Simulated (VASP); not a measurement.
A run of VASP 6.6.1:

INCAR

```
SYSTEM = KI
PREC     = Accurate       ! precision mode
ENCUT    = 520            ! plane-wave cutoff, eV
EDIFF    = 1E-7           ! SCF threshold, eV
ISMEAR   = 0              ! smearing method
SIGMA    = 0.05           ! smearing width, eV
LREAL    = .False.        ! projectors in reciprocal space
LASPH    = .True.         ! aspherical terms in the spheres
NELM     = 60             ! most SCF steps
ALGO     = Normal         ! electronic algorithm
ISIF     = 2              ! what is computed and relaxed
LWAVE    = .False.        ! write WAVECAR
LCHARG   = .False.        ! write CHGCAR
NBANDS   = 15             ! bands
```

File KPOINTS:

```
regular mesh
0
Gamma
  6 6 6
  0 0 0
```

File POSCAR:

```
KI
1.0
    4.2911970000      0.0000000000      0.0000000000
    0.0000000000      4.2911970000      0.0000000000
    0.0000000000      0.0000000000      4.2911970000
K I
1 1
Direct
    0.0000000000      0.0000000000      0.0000000000
    0.5000000000      0.5000000000      0.5000000000
```

Potentials or basis: VASP PAW LDA potentials, release 64 (K_sv, I).

Launch:

```bash
$ cat potpaw_LDA.64/K_sv/POTCAR potpaw_LDA.64/I/POTCAR > POTCAR
$ mpirun -np 1 vasp_std > vasp.out
```

Hardware: 1 thread of AMD EPYC 9R45 96-Core Processor (Zen 5), with other jobs on the host.

Task: Estimate the wall time of this run.

Result: Run time: 8.9 s on 1 thread of AMD EPYC 9R45 96-Core Processor (Zen 5), on a shared host, peak memory 0.13 GiB. Counts: scf iterations 12, k points 20.
